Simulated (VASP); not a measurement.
# Y (Pm-3m) in VASP: a series of runs

The runs below take Y through single point, relaxation of cell and atoms, with PBEsol.

Everything below comes from runs of VASP 6.6.1. Logs are shortened: lines on timing, memory, paths and dates and some standing lists are left out, and cuts for length are marked.

## Step 1: The cell of the first run

Symmetry: Pm-3m, No. 221, cubic system. Conventional cell: a = 3.201 Å, b = 3.201 Å, c = 3.201 Å, α = 90.00°, β = 90.00°, γ = 90.00°. Y (site symmetry m-3m) has 6 Y at 3.20 Å within 4.2 Å.

This isn't the form of Y at room conditions, which is hcp.

## Step 2: Single point, PBEsol

INCAR

```
SYSTEM = Y
PREC = Accurate ; ENCUT = 520
EDIFF = 1E-6 ; ISMEAR = -1
SIGMA = 0.1 ; LREAL = .False.
LASPH = .True. ; NELM = 80
ALGO = Normal ; ISIF = 2
LWAVE = .False. ; LCHARG = .False.
GGA = PS ; NBANDS = 12
```

KPOINTS

```
regular mesh
0
Gamma
  10 10 10
  0 0 0
```

POSCAR

```
Y
1.0
    3.2012155149      0.0000000000      0.0000000000
    0.0000000000      3.2012155149      0.0000000000
    0.0000000000      0.0000000000      3.2012155149
Y
1
Direct
    0.0000000000      0.0000000000      0.0000000000
```

Potentials or basis: VASP PAW PBE potentials, release 64 (Y_sv).

Started as:

```sh
cat potpaw_PBE.64/Y_sv/POTCAR > POTCAR
mpirun -np 1 vasp_std > vasp.out
```

OUTCAR:

```text
SYSTEM = Y
   PREC = Accurate
   ENCUT = 520
   EDIFF = 1E-6
   ISMEAR = -1
   LREAL = .False.
   LASPH = .True.
   NELM = 80
   ISIF = 2
   GGA = PS

 ion  position               nearest neighbor table
   1  0.000  0.000  0.000-

  LATTYP: Found a simple cubic cell.
 ALAT       =     3.2012155149

  Lattice vectors:

 A1 = (   3.2012155149,   0.0000000000,   0.0000000000)
 A2 = (   0.0000000000,   3.2012155149,   0.0000000000)
 A3 = (   0.0000000000,   0.0000000000,   3.2012155149)

Analysis of symmetry for initial positions (statically):
=====================================================================
 Subroutine PRICEL returns:
 Original cell was already a primitive cell.

 Routine SETGRP: Setting up the symmetry group for a
 simple cubic supercell.

 Subroutine GETGRP returns: Found 48 space group operations
 (whereof 48 operations were pure point group operations)
 out of a pool of 48 trial point group operations.

The static configuration has the point symmetry O_h .

Analysis of symmetry for dynamics (positions and initial velocities):
=====================================================================
 Subroutine PRICEL returns:
 Original cell was already a primitive cell.

 Routine SETGRP: Setting up the symmetry group for a
 simple cubic supercell.

 Subroutine GETGRP returns: Found 48 space group operations
 (whereof 48 operations were pure point group operations)
 out of a pool of 48 trial point group operations.

The dynamic configuration has the point symmetry O_h .

 Subroutine INISYM returns: Found 48 space group operations
 (whereof 48 operations are pure point group operations),
 and found     1 'primitive' translations

----------------------------------------------------------------------------------------

                                     Primitive cell

  volume of cell :      32.8054

  direct lattice vectors                    reciprocal lattice vectors
     3.201215515  0.000000000  0.000000000     0.312381342  0.000000000  0.000000000
     0.000000000  3.201215515  0.000000000     0.000000000  0.312381342  0.000000000
     0.000000000  0.000000000  3.201215515     0.000000000  0.000000000  0.312381342

  length of vectors
     3.201215515  3.201215515  3.201215515     0.312381342  0.312381342  0.312381342

  position of ions in fractional coordinates (direct lattice)
     0.000000000  0.000000000  0.000000000

  ion indices of the primitive-cell ions
   primitive index   ion index
                 1           1

----------------------------------------------------------------------------------------

 KPOINTS: regular mesh

Automatic generation of k-mesh.
 Grid dimensions read from file:
 generate k-points for:   10   10   10

 Generating k-lattice:

  Cartesian coordinates                     Fractional coordinates (reciprocal lattice)
     0.031238134  0.000000000  0.000000000     0.100000000  0.000000000  0.000000000
     0.000000000  0.031238134  0.000000000     0.000000000  0.100000000  0.000000000
     0.000000000  0.000000000  0.031238134     0.000000000  0.000000000  0.100000000

  Length of vectors
     0.031238134  0.031238134  0.031238134

  Shift w.r.t. Gamma in fractional coordinates (k-lattice)
     0.000000000  0.000000000  0.000000000

 Subroutine IBZKPT returns following result:
 ===========================================

 Found     56 irreducible k-points:

 Following reciprocal coordinates:
            Coordinates               Weight
  0.000000  0.000000  0.000000      1.000000
  0.100000  0.000000  0.000000      6.000000
  0.200000  0.000000  0.000000      6.000000
  0.300000  0.000000  0.000000      6.000000
  0.400000  0.000000  0.000000      6.000000
  0.500000  0.000000  0.000000      3.000000
[... 16 lines left out ...]
  0.200000  0.100000  0.100000     24.000000
  0.300000  0.100000  0.100000     24.000000
 [... further k-points ...]
   k-points           NKPTS =     56   k-points in BZ     NKDIM =     56   number of bands    NBANDS=     12
   number of dos      NEDOS =    301   number of ions     NIONS =      1
   total plane-waves  NPLWV =  13824
   dimension x,y,z NGX =    24 NGY =   24 NGZ =   24
   dimension x,y,z NGXF=    48 NGYF=   48 NGZF=   48
   ions per type =               1
   NGX,Y,Z   is equivalent  to a cutoff of  12.46, 12.46, 12.46 a.u.
   NGXF,Y,Z  is equivalent  to a cutoff of  24.93, 24.93, 24.93 a.u.
 SYSTEM =  Y
   PREC   = accura    normal or accurate (medium, high low for compatibility)
   ISTART =      0    job   : 0-new  1-cont  2-samecut
   ICHARG =      2    charge: 1-file 2-atom 10-const
   ISPIN  =      1    spin polarized calculation?
   LNONCOLLINEAR =      F non collinear calculations
   LSORBIT =      F    spin-orbit coupling
   LASPH  =      T    aspherical Exc in radial PAW
   ENCUT  =  520.0 eV  38.22 Ry    6.18 a.u.   5.95  5.95  5.95*2*pi/ulx,y,z
   NELM   =     80;   NELMIN=  2; NELMDL= -5     # of ELM steps
   EDIFF  = 0.1E-05   stopping-criterion for ELM
   LREAL  =      F    real-space projection
   EDIFFG = 0.1E-04   stopping-criterion for IOM
   NSW    =      0    number of steps for IOM
   IBRION =     -1    ionic relax: 0-MD 1-quasi-New 2-CG
   NFREE  =      0    steps in history (QN), initial steepest desc. (CG)
   ISIF   =      2    stress and relaxation
   ISYM   =      2    0-nonsym 1-usesym 2-fastsym
   POTIM  = 0.5000    time-step for ionic-motion
   TEBEG  =    0.0;   TEEND  =   0.0 temperature during run
   PSTRESS=    0.0 pullay stress
   NELECT =      11.0000    total number of electrons
   NUPDOWN=      -1.0000    fix difference up-down
   EMIN   =  10.00;   EMAX   =-10.00  energy-range for DOS
   EFERMI =   0.00;   METHOD = LEGACY
   ISMEAR =    -1;   SIGMA  =   0.10  broadening in eV -4-tet -1-fermi 0-gaus
   EFERMI_NEDOS =   21; number of points for ismear=-14 and -15
   IALGO  =     38    algorithm
   IMIX   =      4    mixing-type and parameters
     AMIX     =   0.40;   BMIX     =  1.00
     AMIX_MAG =   1.60;   BMIX_MAG =  1.00
  volume/ion in A,a.u.               =      32.81       221.38
  Fermi-wavevector in a.u.,A,eV,Ry     =   1.137341  2.149263 17.599752  1.293545
  Thomas-Fermi vector in A             =   2.274046
   LORBIT       =      0    0 simple, 1 ext, 2 COOP (PROOUT), +10 PAW based schemes
   GGA     = PS    functional components
   LHFCALC =     F    Hartree Fock is set to
   AEXX    =    0.0000 exact exchange contribution
   IVDW    =     0    specifies the selected vdW correction
   LEPSILON=     F    determine dielectric tensor
   LRPA    =     F    only Hartree local field effects (RPA)
 non-spin polarized calculation
  energy-cutoff  :      520.00
  volume of cell :       32.81
 maximum number of plane-waves:       912
 NGX is ok and might be reduce to    24
   NGX = 11   NGY = 11   NGZ = 11

 number of electron      11.0000002 magnetization

 Free energy of the ion-electron system (eV)
  ---------------------------------------------------
  ext. energy  EPLUGINS =         0.00000000
  ---------------------------------------------------
  free energy    TOTEN  =        -6.06211904 eV

  energy without entropy =       -5.98190602  energy(sigma->0) =       -6.02201253

 E-fermi :   2.8842     XC(G=0):  -9.4855

 val. band max:        2.8791966908   @ k =   0.5000   0.2000   0.2000
 cond. band min:       2.8957818880   @ k =   0.5000   0.4000   0.0000
 fundamental gap:      0.0165851973
 Fermi energy:         2.8841908084

 k-point     1 :       0.0000    0.0000    0.0000
  band No.  band energies     occupation
      1     -39.9145      2.00000
      2     -19.5187      2.00000
      3     -19.5187      2.00000
      4     -19.5187      2.00000
      5      -1.6886      2.00000
      6       2.1911      1.99805
      7       2.1911      1.99805
      8       8.4246      0.00000
      9       8.4246      0.00000
     10       8.4246      0.00000
     11      13.4013      0.00000
     12      13.4013      0.00000

 k-point     2 :       0.1000    0.0000    0.0000
  band No.  band energies     occupation
      1     -39.9064      2.00000
      2     -19.6049      2.00000
      3     -19.5115      2.00000
      4     -19.5115      2.00000
      5      -1.4826      2.00000
      6       2.2536      1.99635
      7       2.3776      1.98746
      8       8.0251      0.00000
      9       8.0251      0.00000
     10       8.4503      0.00000
     11      12.4901      0.00000
     12      13.9000      0.00000

 k-point     3 :       0.2000    0.0000    0.0000
  band No.  band energies     occupation
      1     -39.8853      2.00000
      2     -19.8242      2.00000
      3     -19.4924      2.00000
      4     -19.4924      2.00000
      5      -0.9241      2.00000
      6       2.4251      1.97991
      7       2.8511      1.16387
      8       7.2122      0.00000
      9       7.2122      0.00000
     10       8.5189      0.00000
     11      11.0717      0.00000
     12      14.9821      0.00000

 k-point     4 :       0.3000    0.0000    0.0000
  band No.  band energies     occupation
      1     -39.8589      2.00000
      2     -20.0842      2.00000
      3     -19.4687      2.00000
      4     -19.4687      2.00000
      5      -0.1497      2.00000
      6       2.6552      1.81600
      7       3.2782      0.03813
      8       6.4468      0.00000
      9       6.4468      0.00000
     10       8.6059      0.00000
     11      10.2665      0.00000
     12      14.3589      0.00000

 k-point     5 :       0.4000    0.0000    0.0000
  band No.  band energies     occupation
      1     -39.8375      2.00000
      2     -20.2864      2.00000
      3     -19.4494      2.00000
      4     -19.4494      2.00000
      5       0.6633      2.00000
      6       2.8593      1.12382
      7       3.2233      0.06514
      8       5.9340      0.00000
      9       5.9340      0.00000
     10       8.6783      0.00000
     11      10.5118      0.00000
     12      13.3801      0.00000

 k-point     6 :       0.5000    0.0000    0.0000
  band No.  band energies     occupation
      1     -39.8293      2.00000
      2     -20.3619      2.00000
      3     -19.4420      2.00000
      4     -19.4420      2.00000
      5       1.1059      2.00000
      6       2.9423      0.71740
      7       2.9872      0.52624
      8       5.7555      0.00000
      9       5.7555      0.00000
     10       8.7065      0.00000
     11      11.0055      0.00000
     12      13.0374      0.00000

 k-point     7 :       0.1000    0.1000    0.0000
  band No.  band energies     occupation
      1     -39.8984      2.00000
      2     -19.6022      2.00000
      3     -19.5920      2.00000
      4     -19.5042      2.00000
      5      -1.2780      2.00000
      6       2.3759      1.98768
      7       2.5068      1.95512
      8       7.5839      0.00000
      9       7.9528      0.00000
     10       8.1717      0.00000
     11      12.8923      0.00000
     12      13.0535      0.00000

 k-point     8 :       0.2000    0.1000    0.0000
  band No.  band energies     occupation
      1     -39.8773      2.00000
      2     -19.8156      2.00000
      3     -19.5765      2.00000
      4     -19.4853      2.00000
      5      -0.7257      2.00000
      6       2.5672      1.91937
      7       2.9634      0.62341
      8       6.7358      0.00000
      9       7.2375      0.00000
     10       8.1775      0.00000
     11      11.5252      0.00000
     12      13.9215      0.00000
[... 166 lines left out ...]
 k-point    20 :       0.5000    0.4000    0.0000
  band No.  band energies     occupation
      1     -39.7550      2.00000
      2     -20.2515      2.00000
      3     -20.1678      2.00000
      4     -19.3766      2.00000
      5       1.0506      2.00000
      6       2.8958      0.94211
      7       6.1201      0.00000
      8       6.2814      0.00000
      9       6.5141      0.00000
     10       6.5838      0.00000
     11      10.2613      0.00000
     12      13.8293      0.00000

 k-point    21 :       0.5000    0.5000    0.0000
  band No.  band energies     occupation
      1     -39.7471      2.00000
      2     -20.2396      2.00000
      3     -20.2396      2.00000
      4     -19.3696      2.00000
      5       0.8892      2.00000
      6       3.0517      0.31550
      7       6.3441      0.00000
      8       6.3441      0.00000
      9       6.6920      0.00000
     10       6.6920      0.00000
     11      10.0811      0.00000
     12      13.9902      0.00000

 k-point    22 :       0.1000    0.1000    0.1000
  band No.  band energies     occupation
      1     -39.8904      2.00000
      2     -19.5995      2.00000
      3     -19.5844      2.00000
      4     -19.5844      2.00000
      5      -1.0752      2.00000
      6       2.5682      1.91857
      7       2.5682      1.91857
      8       7.4359      0.00000
      9       7.7316      0.00000
     10       7.7316      0.00000
     11      13.1891      0.00000
     12      13.5894      0.00000

 k-point    23 :       0.2000    0.1000    0.1000
  band No.  band energies     occupation
      1     -39.8694      2.00000
      2     -19.8070      2.00000
      3     -19.5734      2.00000
      4     -19.5644      2.00000
      5      -0.5295      2.00000
      6       2.7391      1.62031
      7       3.0489      0.32294
      8       6.7108      0.00000
      9       6.8468      0.00000
     10       7.7778      0.00000
     11      11.9922      0.00000
     12      14.1539      0.00000

 k-point    24 :       0.3000    0.1000    0.1000
  band No.  band energies     occupation
      1     -39.8433      2.00000
      2     -20.0641      2.00000
      3     -19.5483      2.00000
      4     -19.5396      2.00000
      5       0.2242      2.00000
      6       2.9766      0.56828
      7       3.3750      0.01466
      8       6.0062      0.00000
      9       6.2702      0.00000
     10       7.8969      0.00000
     11      10.9714      0.00000
     12      14.8400      0.00000

 [... further k-points ...]
[... 5 lines left out ...]
  --------------------------------------------------------------------------------------
  -------------------------------------------------------------------------------------
  Total       -0.0072468     -0.0072468     -0.0072468      0.0000000      0.0000000     -0.0000000
  in kB       -0.3539255     -0.3539255     -0.3539255      0.0000000      0.0000000     -0.0000000
  external PRESSURE =      -0.3539255 kB  Pullay stress =       0.0000000 kB

 VOLUME and BASIS-vectors are now :
 -----------------------------------------------------------------------------
  energy-cutoff  :      520.00
  volume of cell :       32.81
      direct lattice vectors                 reciprocal lattice vectors
     3.201215515  0.000000000  0.000000000     0.312381342  0.000000000  0.000000000
     0.000000000  3.201215515  0.000000000     0.000000000  0.312381342  0.000000000
     0.000000000  0.000000000  3.201215515     0.000000000  0.000000000  0.312381342

 POSITION                                       TOTAL-FORCE (eV/Angst)
 -----------------------------------------------------------------------------------
      0.00000      0.00000      0.00000         0.000000      0.000000      0.000000
 -----------------------------------------------------------------------------------
    total drift:                               -0.000000      0.000000      0.000000

  FREE ENERGIE OF THE ION-ELECTRON SYSTEM (eV)
  ---------------------------------------------------
  free  energy   TOTEN  =        -6.0621190436 eV

  energy  without entropy=       -5.9819060211  energy(sigma->0) =       -6.02201253
```

Run time: 6 s. Hardware: 1 thread of Intel Xeon 6975P-C (Granite Rapids), shared host; peak memory 0.15 GiB.

What came out:

```yaml
Free_energy: -6.0621 eV
Pressure: 0.0 GPa
Band_gap_on_the_k_mesh: zero (an odd number of electrons rules out a gap without spin polarisation)
```

Levels at points of the mesh, in eV from the Fermi level:
| k point | band 1 | band 2 | band 3 | band 4 | band 5 | band 6 | band 7 | band 8 | band 9 | band 10 |
| --- | --- | --- | --- | --- | --- | --- | --- | --- | --- | --- |
| (0.00, 0.00, 0.00) | -42.80 | -22.40 | -22.40 | -22.40 | -4.57 | -0.69 | -0.69 | 5.54 | 5.54 | 5.54 |
| (0.50, 0.00, 0.00) | -42.71 | -23.25 | -22.33 | -22.33 | -1.78 | 0.06 | 0.10 | 2.87 | 2.87 | 5.82 |
| (0.50, 0.50, 0.00) | -42.63 | -23.12 | -23.12 | -22.25 | -1.99 | 0.17 | 3.46 | 3.46 | 3.81 | 3.81 |
| (0.50, 0.50, 0.50) | -42.55 | -23.01 | -23.01 | -23.01 | -0.67 | -0.67 | -0.67 | 5.64 | 7.38 | 7.38 |

Caveat: the PAW data sets were made with another functional, which shifts forces and pressure a little.

(Part 1 of 2 ends here.)
